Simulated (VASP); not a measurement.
# NbAs (F-43m) in VASP: further runs

Runs on NbAs. Level: r2SCAN. Tasks: single point.

Everything below comes from runs of VASP 6.6.1. Logs are shortened: lines on timing, memory, paths and dates and some standing lists are left out, and cuts for length are marked.

## (1) The cell of the first run

The structure is cubic, space group F-43m (No. 216). The conventional cell has a = 5.280 Å, b = 5.280 Å, c = 5.280 Å, α = 90.00°, β = 90.00°, γ = 90.00°. Nb (site symmetry -43m) has 4 As at 2.29 Å within 3.0 Å. As (site symmetry -43m) has 4 Nb at 2.29 Å within 3.0 Å.

## (2) Single point, r2SCAN

Input file POSCAR:

```
NbAs
1.0
    0.0000000000      2.6401440551      2.6401440551
    2.6401440551      0.0000000000      2.6401440551
    2.6401440551      2.6401440551      0.0000000000
Nb As
1 1
Direct
    0.0000000000      0.0000000000      0.0000000000
    0.7500000000      0.7500000000      0.7500000000
```

Input file INCAR.step1:

```
PREC = Accurate
ENCUT = 520
ISMEAR = 0
SIGMA = 0.1
LREAL = F
LASPH = T
NELM = 60
NBANDS = 16
GGA = PE
ALGO = Normal
EDIFF = 1E-4
LWAVE = T
LCHARG = F
```

Input file INCAR.step2:

```
PREC = Accurate
ENCUT = 520
EDIFF = 1E-6
ISMEAR = 0
SIGMA = 0.1
LREAL = F
LASPH = T
NELM = 60
ALGO = Normal
ISIF = 2
LWAVE = F
LCHARG = F
METAGGA = R2SCAN
LMIXTAU = T
NBANDS = 16
ISTART = 1
```

Input file KPOINTS:

```
regular mesh
0
Gamma
  6 6 6
```

Potentials or basis: VASP PAW PBE potentials, release 64 (Nb_sv, As).

On the command line:

```sh
$ cat potpaw_PBE.64/Nb_sv/POTCAR potpaw_PBE.64/As/POTCAR > POTCAR
$ cp INCAR.step1 INCAR
$ mpirun -np 1 vasp_std > vasp.out
$ cp INCAR.step2 INCAR
$ mpirun -np 1 vasp_std > vasp.out
```

OUTCAR:

```text
PREC = Accurate
   ENCUT = 520
   EDIFF = 1E-6
   ISMEAR = 0
   LREAL = F
   LASPH = T
   NELM = 60
   ISIF = 2
   METAGGA = R2SCAN
   ISTART = 1

 ion  position               nearest neighbor table
   1  0.000  0.000  0.000-   2 2.29   2 2.29   2 2.29   2 2.29
   2  0.750  0.750  0.750-   1 2.29   1 2.29   1 2.29   1 2.29

  LATTYP: Found a face centered cubic cell.
 ALAT       =     5.2802881102

  Lattice vectors:

 A1 = (   0.0000000000,   2.6401440551,   2.6401440551)
 A2 = (   2.6401440551,   0.0000000000,   2.6401440551)
 A3 = (   2.6401440551,   2.6401440551,   0.0000000000)

Analysis of symmetry for initial positions (statically):
=====================================================================
 Subroutine PRICEL returns:
 Original cell was already a primitive cell.

 Routine SETGRP: Setting up the symmetry group for a
 face centered cubic supercell.

 Subroutine GETGRP returns: Found 24 space group operations
 (whereof 24 operations were pure point group operations)
 out of a pool of 48 trial point group operations.

The static configuration has the point symmetry T_d .

Analysis of symmetry for dynamics (positions and initial velocities):
=====================================================================
 Subroutine PRICEL returns:
 Original cell was already a primitive cell.

 Routine SETGRP: Setting up the symmetry group for a
 face centered cubic supercell.

 Subroutine GETGRP returns: Found 24 space group operations
 (whereof 24 operations were pure point group operations)
 out of a pool of 48 trial point group operations.

The dynamic configuration has the point symmetry T_d .

 Subroutine INISYM returns: Found 24 space group operations
 (whereof 24 operations are pure point group operations),
 and found     1 'primitive' translations

----------------------------------------------------------------------------------------

                                     Primitive cell

  volume of cell :      36.8055

  direct lattice vectors                    reciprocal lattice vectors
     0.000000000  2.640144055  2.640144055    -0.189383605  0.189383605  0.189383605
     2.640144055  0.000000000  2.640144055     0.189383605 -0.189383605  0.189383605
     2.640144055  2.640144055  0.000000000     0.189383605  0.189383605 -0.189383605

  length of vectors
     3.733727529  3.733727529  3.733727529     0.328022027  0.328022027  0.328022027

  position of ions in fractional coordinates (direct lattice)
     0.000000000  0.000000000  0.000000000
     0.750000000  0.750000000  0.750000000

  ion indices of the primitive-cell ions
   primitive index   ion index
                 1           1
                 2           2

----------------------------------------------------------------------------------------

 KPOINTS: regular mesh

Automatic generation of k-mesh.
 Grid dimensions read from file:
 generate k-points for:    6    6    6

 Generating k-lattice:

  Cartesian coordinates                     Fractional coordinates (reciprocal lattice)
    -0.031563934  0.031563934  0.031563934     0.166666667  0.000000000  0.000000000
     0.031563934 -0.031563934  0.031563934     0.000000000  0.166666667  0.000000000
     0.031563934  0.031563934 -0.031563934     0.000000000  0.000000000  0.166666667

  Length of vectors
     0.054670338  0.054670338  0.054670338

  Shift w.r.t. Gamma in fractional coordinates (k-lattice)
     0.000000000  0.000000000  0.000000000

 Subroutine IBZKPT returns following result:
 ===========================================

 Found     16 irreducible k-points:

 Following reciprocal coordinates:
            Coordinates               Weight
  0.000000  0.000000  0.000000      1.000000
  0.166667  0.000000  0.000000      8.000000
  0.333333  0.000000  0.000000      8.000000
  0.500000  0.000000  0.000000      4.000000
  0.166667  0.166667  0.000000      6.000000
  0.333333  0.166667  0.000000     24.000000
[... 8 lines left out ...]
 -0.333333  0.333333  0.166667     24.000000
 -0.333333  0.500000  0.166667     12.000000
   k-points           NKPTS =     16   k-points in BZ     NKDIM =     16   number of bands    NBANDS=     16
   number of dos      NEDOS =    301   number of ions     NIONS =      2
   total plane-waves  NPLWV =  21952
   dimension x,y,z NGX =    28 NGY =   28 NGZ =   28
   dimension x,y,z NGXF=    56 NGYF=   56 NGZF=   56
   ions per type =               1   1
   NGX,Y,Z   is equivalent  to a cutoff of  12.47, 12.47, 12.47 a.u.
   NGXF,Y,Z  is equivalent  to a cutoff of  24.93, 24.93, 24.93 a.u.
 SYSTEM =  unknown system
   PREC   = accura    normal or accurate (medium, high low for compatibility)
   ISTART =      1    job   : 0-new  1-cont  2-samecut
   ICHARG =      0    charge: 1-file 2-atom 10-const
   ISPIN  =      1    spin polarized calculation?
   LNONCOLLINEAR =      F non collinear calculations
   LSORBIT =      F    spin-orbit coupling
   LASPH  =      T    aspherical Exc in radial PAW
   ENCUT  =  520.0 eV  38.22 Ry    6.18 a.u.   6.94  6.94  6.94*2*pi/ulx,y,z
   NELM   =     60;   NELMIN=  2; NELMDL=  0     # of ELM steps
   EDIFF  = 0.1E-05   stopping-criterion for ELM
   LREAL  =      F    real-space projection
[... 7 lines left out ...]
   TEBEG  =    0.0;   TEEND  =   0.0 temperature during run
   PSTRESS=    0.0 pullay stress
   NELECT =      18.0000    total number of electrons
   NUPDOWN=      -1.0000    fix difference up-down
   EMIN   =  10.00;   EMAX   =-10.00  energy-range for DOS
   EFERMI =   0.00;   METHOD = LEGACY
   ISMEAR =     0;   SIGMA  =   0.10  broadening in eV -4-tet -1-fermi 0-gaus
   EFERMI_NEDOS =   21; number of points for ismear=-14 and -15
   IALGO  =     38    algorithm
   IMIX   =      4    mixing-type and parameters
     AMIX     =   0.40;   BMIX     =  1.00
     AMIX_MAG =   1.60;   BMIX_MAG =  1.00
  volume/ion in A,a.u.               =      18.40       124.19
  Fermi-wavevector in a.u.,A,eV,Ry     =   1.289817  2.437400 22.635026  1.663627
  Thomas-Fermi vector in A             =   2.421686
   LORBIT       =      0    0 simple, 1 ext, 2 COOP (PROOUT), +10 PAW based schemes
   METAGGA = R2SCAN    functional components
   LHFCALC =     F    Hartree Fock is set to
   AEXX    =    0.0000 exact exchange contribution
   IVDW    =     0    specifies the selected vdW correction
   LEPSILON=     F    determine dielectric tensor
   LRPA    =     F    only Hartree local field effects (RPA)
 non-spin polarized calculation
 Gauss-broadening in eV      SIGMA  =   0.10
  energy-cutoff  :      520.00
  volume of cell :       36.81
 maximum number of plane-waves:      1002
   NGX = 13   NGY = 13   NGZ = 13

 number of electron      17.9999998 magnetization

 Free energy of the ion-electron system (eV)
  ---------------------------------------------------
  ext. energy  EPLUGINS =         0.00000000
  ---------------------------------------------------
  free energy    TOTEN  =       -37.79778765 eV

  energy without entropy =      -37.79076631  energy(sigma->0) =      -37.79427698

 E-fermi :   8.9031     XC(G=0): -11.9666

 val. band max:        8.7723723710   @ k =   0.1667   0.0000   0.0000
 cond. band min:       8.9247774077   @ k =   0.0000   0.0000   0.0000
 fundamental gap:      0.1524050367
 Fermi energy:         8.9030806210

 k-point     1 :       0.0000    0.0000    0.0000
  band No.  band energies     occupation
      1     -47.9637      2.00000
      2     -23.4416      2.00000
      3     -23.4416      2.00000
      4     -23.4416      2.00000
      5      -4.6277      2.00000
      6       4.2205      2.00000
[... 8 lines left out ...]
     15      20.1860      0.00000
     16      20.1860      0.00000

 k-point     2 :       0.1667    0.0000    0.0000
  band No.  band energies     occupation
      1     -47.9583      2.00000
      2     -23.5105      2.00000
      3     -23.4515      2.00000
      4     -23.4515      2.00000
      5      -4.2726      2.00000
      6       3.8754      2.00000
[... 8 lines left out ...]
     15      17.9051      0.00000
     16      19.6473      0.00000

 k-point     3 :       0.3333    0.0000    0.0000
  band No.  band energies     occupation
      1     -47.9474      2.00000
      2     -23.6456      2.00000
      3     -23.4712      2.00000
      4     -23.4712      2.00000
      5      -3.5444      2.00000
      6       3.6040      2.00000
[... 8 lines left out ...]
     15      18.3858      0.00000
     16      20.4358      0.00000

 k-point     4 :       0.5000    0.0000    0.0000
  band No.  band energies     occupation
      1     -47.9419      2.00000
      2     -23.7118      2.00000
      3     -23.4810      2.00000
      4     -23.4810      2.00000
      5      -3.1807      2.00000
      6       3.7370      2.00000
[... 8 lines left out ...]
     15      21.0089      0.00000
     16      21.1828      0.00000

 k-point     5 :       0.1667    0.1667    0.0000
  band No.  band energies     occupation
      1     -47.9565      2.00000
      2     -23.5114      2.00000
      3     -23.4657      2.00000
      4     -23.4657      2.00000
      5      -4.1521      2.00000
      6       3.6288      2.00000
[... 8 lines left out ...]
     15      18.0411      0.00000
     16      19.6354      0.00000

 k-point     6 :       0.3333    0.1667    0.0000
  band No.  band energies     occupation
      1     -47.9474      2.00000
      2     -23.6120      2.00000
      3     -23.4887      2.00000
      4     -23.4876      2.00000
      5      -3.5390      2.00000
      6       3.3572      2.00000
[... 8 lines left out ...]
     15      18.1178      0.00000
     16      20.0011      0.00000
[... 115 lines left out ...]
 k-point    13 :       0.5000    0.5000    0.0000
  band No.  band energies     occupation
      1     -47.9347      2.00000
      2     -23.7111      2.00000
      3     -23.5377      2.00000
      4     -23.5377      2.00000
      5      -2.6652      2.00000
      6       2.6375      2.00000
[... 8 lines left out ...]
     15      18.9439      0.00000
     16      21.5012      0.00000

 k-point    14 :       0.5000    0.3333    0.1667
  band No.  band energies     occupation
      1     -47.9401      2.00000
      2     -23.6579      2.00000
      3     -23.5431      2.00000
      4     -23.5022      2.00000
      5      -3.0389      2.00000
      6       3.4263      2.00000
[... 8 lines left out ...]
     15      18.0581      0.00000
     16      20.2992      0.00000

 k-point    15 :      -0.3333    0.3333    0.1667
  band No.  band energies     occupation
      1     -47.9365      2.00000
      2     -23.6761      2.00000
      3     -23.5678      2.00000
      4     -23.5165      2.00000
      5      -2.7927      2.00000
      6       3.8247      2.00000
[... 8 lines left out ...]
     15      19.6068      0.00000
     16      20.9724      0.00000

 k-point    16 :      -0.3333    0.5000    0.1667
  band No.  band energies     occupation
      1     -47.9347      2.00000
      2     -23.6847      2.00000
      3     -23.5648      2.00000
      4     -23.5388      2.00000
      5      -2.6666      2.00000
      6       3.2753      2.00000
[... 8 lines left out ...]
     15      19.4455      0.00000
     16      20.2796      0.00000

------------------------ aborting loop because EDIFF is reached ----------------------------------------

  FORCE on cell =-STRESS in cart. coord.  units (eV):
  Direction    XX          YY          ZZ          XY          YZ          ZX
  --------------------------------------------------------------------------------------
  -------------------------------------------------------------------------------------
  Total       11.0782047     11.0782047     11.0782047     -0.0000000      0.0000000     -0.0000000
  in kB      482.2442955    482.2442955    482.2442955     -0.0000000      0.0000000     -0.0000000
  external PRESSURE =     482.2442955 kB  Pullay stress =       0.0000000 kB

 VOLUME and BASIS-vectors are now :
 -----------------------------------------------------------------------------
  energy-cutoff  :      520.00
  volume of cell :       36.81
      direct lattice vectors                 reciprocal lattice vectors
     0.000000000  2.640144055  2.640144055    -0.189383605  0.189383605  0.189383605
     2.640144055  0.000000000  2.640144055     0.189383605 -0.189383605  0.189383605
     2.640144055  2.640144055  0.000000000     0.189383605  0.189383605 -0.189383605

 POSITION                                       TOTAL-FORCE (eV/Angst)
 -----------------------------------------------------------------------------------
      0.00000      0.00000      0.00000        -0.000000     -0.000000     -0.000000
      3.96022      3.96022      3.96022         0.000000      0.000000      0.000000
 -----------------------------------------------------------------------------------
    total drift:                               -0.000000     -0.000000     -0.000000

  FREE ENERGIE OF THE ION-ELECTRON SYSTEM (eV)
  ---------------------------------------------------
  free  energy   TOTEN  =       -37.7977876538 eV

  energy  without entropy=      -37.7907663103  energy(sigma->0) =      -37.79427698
```

It took 21 s on 1 thread of Intel Xeon 6975P-C (Granite Rapids), shared host; peak memory 0.16 GiB.

Results:

```yaml
Free_energy: -37.7978 eV
Pressure: 48.2 GPa
Band_gap_on_the_k_mesh: zero (band 9 reaches 9.56 eV, above the bottom of band 10 at 8.77 eV)
```

Caveat: the PAW data sets were made with another functional, which shifts forces and pressure a little.

## (3) Single point, r2SCAN

This run uses another cell than the first one, of 24.22 Å³/atom, 1.316 times its volume.

Input file POSCAR:

```
NbAs
1.0
    0.0000000000      2.8932492406      2.8932492406
    2.8932492406      0.0000000000      2.8932492406
    2.8932492406      2.8932492406      0.0000000000
Nb As
1 1
Direct
    0.0000000000      0.0000000000      0.0000000000
    0.2500000000      0.2500000000      0.2500000000
```

Input file INCAR.step1:

```
SYSTEM = NbAs
  PREC = Accurate
  ENCUT = 520
  ISMEAR = 0
  SIGMA = 0.1
  LREAL = .FALSE.
  LASPH = .TRUE.
  NELM = 100
  NBANDS = 16
  GGA = PE
  ALGO = Normal
  EDIFF = 1E-4
  LWAVE = .TRUE.
  LCHARG = .FALSE.
```

Input file INCAR.step2:

```
SYSTEM = NbAs
  PREC = Accurate
  ENCUT = 520
  EDIFF = 1E-6
  ISMEAR = 0
  SIGMA = 0.1
  LREAL = .FALSE.
  LASPH = .TRUE.
  NELM = 100
  ALGO = Normal
  ISIF = 2
  LWAVE = .FALSE.
  LCHARG = .FALSE.
  METAGGA = R2SCAN
  LMIXTAU = .TRUE.
  NBANDS = 16
  ISTART = 1
```

Input file KPOINTS:

```
regular mesh
0
G
  16 16 16
  0 0 0
```

Potentials or basis: VASP PAW PBE potentials, release 64 (Nb_sv, As).

On the command line:

```sh
$ cat potpaw_PBE.64/Nb_sv/POTCAR potpaw_PBE.64/As/POTCAR > POTCAR
$ cp INCAR.step1 INCAR
$ mpirun -np 1 vasp_std > vasp.out
$ cp INCAR.step2 INCAR
$ mpirun -np 1 vasp_std > vasp.out
```

It took 3.1 min on 1 thread of Intel Xeon 6975P-C (Granite Rapids), shared host; peak memory 0.25 GiB.

It converged, with:

| Item | Value |
| --- | --- |
| Free energy | -39.1963 eV |
| Pressure | 0.0 GPa |
| Band gap on the k mesh | zero (band 9 reaches 6.45 eV, above the bottom of band 10 at 5.88 eV) |

Levels at points of the mesh, in eV from the Fermi level:
| k point | band 6 | band 7 | band 8 | band 9 | band 10 | band 11 | band 12 | band 13 |
| --- | --- | --- | --- | --- | --- | --- | --- | --- |
| (0.00, 0.00, 0.00) | -3.83 | -3.83 | -3.83 | 0.05 | 0.05 | 2.64 | 5.73 | 5.73 |
| (0.50, 0.00, 0.00) | -4.51 | -3.39 | -3.39 | 0.42 | 0.42 | 0.64 | 3.37 | 3.37 |
| (0.50, 0.50, 0.00) | -5.05 | -2.42 | -2.42 | -1.09 | 0.88 | 0.95 | 1.41 | 1.41 |

Caveat: the PAW data sets were made with another functional, which shifts forces and pressure a little.
